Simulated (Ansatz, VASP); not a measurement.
## ZrS: VASP beside Ansatz

```
CELL_PARAMETERS angstrom
0.00000 2.83500 2.52000
2.83500 0.00000 2.52000
2.83500 2.83500 0.00000
ATOMIC_POSITIONS crystal
Zr 0.00000 0.00000 0.00000
S 0.50000 0.50000 0.50000
```

Change from the starting cell: strain +0.080 along x and y, -0.040 along z, atoms carried along.

Alike in both runs: task single point; functional PBEsol; k mesh 16 × 16 × 16; occupations gaussian, width 0.15 eV; no spin polarisation.

|  | VASP | Ansatz |
| --- | --- | --- |
| version | VASP 6.6.1 | Ansatz 0.2.0 |
| potentials or method | VASP PAW PBE potentials, release 64 (Zr_sv, S), cutoff 520 eV | scalar-relativistic, plane waves, PAW |
| valence electrons in the cell | 18 | 18 |

Ansatz gave:

| Item | Value |
| --- | --- |
| gap on the k mesh at the Fermi level (eV) | none |
| pressure (GPa) | -12.6 |
| traceless stress, the component that is largest in VASP (GPa) | 13.03 |

Q: Estimate VASP's values.

A: gap on the k mesh at the Fermi level (eV): none; pressure (GPa): -12.5; traceless stress, the component that is largest in VASP (GPa): 13.18.

VASP's potentials were made for PBE, not for PBEsol. A gap of «none» marks a metal or a gap that the smearing closes. With one functional, cell and mesh, what is left measures potentials, basis and numerics.
